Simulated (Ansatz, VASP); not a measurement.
# Two plane-wave programs on Si2IrPd2

INCAR

```
SYSTEM = Si2IrPd2
PREC = Accurate
ENCUT = 500
EDIFF = 1E-6
ISMEAR = 0
SIGMA = 0.1
LREAL = .False.
LASPH = .True.
NELM = 200
ALGO = Normal
ISIF = 2
LWAVE = .False.
LCHARG = .False.
ISPIN = 2
MAGMOM = 0 0 1 1 1
LORBIT = 11
LMAXMIX = 4
GGA = PE
NBANDS = 30
GGA_COMPAT = .False.
```

KPOINTS

```
Automatic mesh
0
Gamma
  4 4 4
  0 0 0
```

The input POSCAR:

```
Si2IrPd2
1.0
    3.7905653198      0.0000000000      0.0000000000
    0.0000000000      3.7905653198      0.0000000000
    0.0000000000      0.0000000000      5.3737872990
Si Pd Ir
2 2 1
Direct
    0.0000000000      0.5000000000      0.5000000000
    0.5000000000      0.0000000000      0.5000000000
    0.0000000000      0.0000000000      0.7650318117
    0.0000000000      0.0000000000      0.2349681883
    0.5000000000      0.5000000000      0.0000000000
```

Input for Ansatz:

```yaml
crystal:
  lattice:
    - [3.7905653198, 0.0, 0.0]
    - [0.0, 3.7905653198, 0.0]
    - [0.0, 0.0, 5.373787299]
  atoms:
    - { symbol: Si, position: [0.0, 0.5, 0.5] }
    - { symbol: Si, position: [0.5, 0.0, 0.5] }
    - { symbol: Pd, position: [0.0, 0.0, 0.7650318117], spin: 1.0 }
    - { symbol: Pd, position: [0.0, 0.0, 0.2349681883], spin: 1.0 }
    - { symbol: Ir, position: [0.5, 0.5, 0.0], spin: 1.0 }
basis:
  ecutwfc: 420
kpoints:
  mp_grid: { grid: [4, 4, 4] }
hamiltonian:
  xc: pbe
scf:
  occupations: { method: gaussian, width: 0.1 }
  lower_state_search: "off"
output:
  forces: true
  stress: true
  eigenvalues: true
  populations: true
magnetization:
  spin_polarized: true
```

Alike in both runs: task single point; functional PBE; k mesh 4 × 4 × 4; occupations gaussian, width 0.1 eV; collinear spin.

```csv
,VASP,Ansatz
version,VASP 6.6.1,Ansatz 0.2.0
potentials or method,"VASP PAW PBE potentials, release 64 (Si, Pd, Ir), cutoff 500 eV","scalar-relativistic, plane waves, PAW"
valence electrons in the cell,37,61
```

```tsv
	VASP	Ansatz	Ansatz less VASP
gap on the k mesh at the Fermi level (eV)	none	none	-
pressure (GPa)	0.2	0.1	-0.14
traceless stress, the component that is largest in VASP (GPa)	-0.01	0.12	+0.126
rms of the force components (eV/Å)	0.030	0.001	-0.0283
net moment per atom (μB)	0.00	0.00	0.000
```

Atom by atom the forces differ by 0.028 eV/Å (rms over components). A gap of «none» marks a metal or a gap that the smearing closes. With one functional, cell and mesh, what is left measures potentials, basis and numerics. VASP's potentials hold 37 valence electrons a cell and Ansatz's 61, so a difference there can come from the potentials and not from the codes. Ansatz's warnings: seeded moment not kept.

The k mesh is coarse, so the values compare programs but aren't converged. Spin-orbit coupling is off throughout.
